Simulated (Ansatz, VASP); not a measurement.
## CdTe: VASP beside Ansatz

Contents of POSCAR:

```
CdTe
1.0
    0.0000000000      3.2799551172      3.2799551172
    3.2799551172      0.0000000000      3.2799551172
    3.2799551172      3.2799551172      0.0000000000
Cd Te
1 1
Direct
    0.0000000000      0.0000000000      0.0000000000
    0.2500000000      0.2500000000      0.2500000000
```

Contents of INCAR.step1:

```
  PREC = Accurate
  ENCUT = 520
  ISMEAR = 1
  SIGMA = 0.05
  LREAL = False
  LASPH = True
  NELM = 80
  NBANDS = 16
  GGA = PE
  ALGO = Normal
  EDIFF = 1E-4
  LWAVE = True
  LCHARG = False
```

File INCAR.step2:

```
  PREC = Accurate
  ENCUT = 520
  EDIFF = 1E-6
  ISMEAR = 1
  SIGMA = 0.05
  LREAL = False
  LASPH = True
  NELM = 80
  ALGO = Normal
  ISIF = 2
  LWAVE = False
  LCHARG = True
  METAGGA = R2SCAN
  LMIXTAU = True
  LELF = True
  LVHAR = True
  NBANDS = 16
  ISTART = 1
```

KPOINTS

```
regular mesh
0
Gamma
  4 4 4
```

Input for Ansatz:

```yaml
crystal:
  lattice:
    - [0.0, 3.2799551172, 3.2799551172]
    - [3.2799551172, 0.0, 3.2799551172]
    - [3.2799551172, 3.2799551172, 0.0]
  atoms:
    - { symbol: Cd, position: [0.0, 0.0, 0.0] }
    - { symbol: Te, position: [0.25, 0.25, 0.25] }
kpoints:
  mp_grid: { grid: [4, 4, 4] }
hamiltonian:
  xc: r2scan
scf:
  occupations: { method: cold, width: 0.05 }
  n_extra_bands: 4
output:
  forces: true
  stress: true
  eigenvalues: true
```

Alike in both runs: task single point; functional r2SCAN; k mesh 4 × 4 × 4; no spin polarisation.

```csv
,VASP,Ansatz
version,VASP 6.6.1,Ansatz 0.2.0
potentials or method,"VASP PAW PBE potentials, release 64 (Cd, Te)",plane waves
plane-wave cutoff (eV),520,500
occupations,"methfessel-paxton of order 1, width 0.05 eV","cold, width 0.05 eV"
valence electrons in the cell,18,36
```

Ansatz gave:

```
gap on the k mesh at the Fermi level (eV) : 1.15
pressure (GPa)                            : 0.1
```

Question: Which values does VASP return?

Answer: gap on the k mesh at the Fermi level (eV): 1.14; pressure (GPa): 0.3.

VASP's potentials were made for PBE, not for r2SCAN. VASP's potentials hold 18 valence electrons a cell and Ansatz's 36, so a difference there can come from the potentials and not from the codes.

Neither program's run includes spin-orbit coupling.
